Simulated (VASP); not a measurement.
Set up this calculation in VASP 6.6.1, as the native input.

| Quantity | Value |
| --- | --- |
| Task | single point |
| Functional | PBEsol |
| Potentials or basis | VASP PAW PBE potentials, release 64 (Zn, O) |
| Cutoff | 600 eV |
| k mesh | 6 × 6 × 6 |
| Occupations | gaussian, width 0.05 eV |
| Spin | no spin polarisation |
| Dipole correction | no |
| Further INCAR settings | ALGO = Normal; EDIFF = 1e-06; NBANDS = 60 |

The structure of ZnO2 lies in POSCAR:

```
ZnO2
1.0
    4.9197316266      0.0000000000      0.0000000000
    0.0000000000      4.9197316266      0.0000000000
    0.0000000000      0.0000000000      4.9197316266
Zn O
4 8
Direct
    0.0000000000      0.5000000000      0.5000000000
    0.5000000000      0.5000000000      0.0000000000
    0.5000000000      0.0000000000      0.5000000000
    0.0000000000      0.0000000000      0.0000000000
    0.4125424092      0.0874575908      0.9125424092
    0.0874575908      0.9125424092      0.4125424092
    0.9125424092      0.4125424092      0.0874575908
    0.5874575908      0.5874575908      0.5874575908
    0.4125424092      0.4125424092      0.4125424092
    0.0874575908      0.5874575908      0.9125424092
    0.9125424092      0.0874575908      0.5874575908
    0.5874575908      0.9125424092      0.0874575908
```

One way to write it, as run:

INCAR

```
SYSTEM = ZnO2
ALGO = Normal
EDIFF = 1E-6
ENCUT = 600
GGA = PS
GGA_COMPAT = .False.
ISIF = 2
ISMEAR = 0
LASPH = .True.
LCHARG = .True.
LELF = .True.
LREAL = .False.
LVHAR = .True.
LWAVE = .False.
NBANDS = 60
NELM = 120
PREC = Accurate
SIGMA = 0.05
```

KPOINTS

```
k-points
0
Gamma
  6 6 6
  0 0 0
```

Potentials or basis: VASP PAW PBE potentials, release 64 (Zn, O).

Run with:

```bash
$ cat potpaw_PBE.64/Zn/POTCAR potpaw_PBE.64/O/POTCAR > POTCAR
$ mpirun -np 1 vasp_std > vasp.out
```

It gave:

| Item | Value |
| --- | --- |
| Pressure | -4.1 GPa |
| Largest force | 0.038 eV/Å |
| Band gap on the k mesh | 2.10 eV (least direct gap 2.25 eV) |

Caveat: the cell stands under tension; the PAW data sets were made with another functional, which shifts forces and pressure a little.

Run time: 3.2 min on 1 thread of Oxide Virtual Turin-like Processor (shared host), peak memory 0.29 GiB.
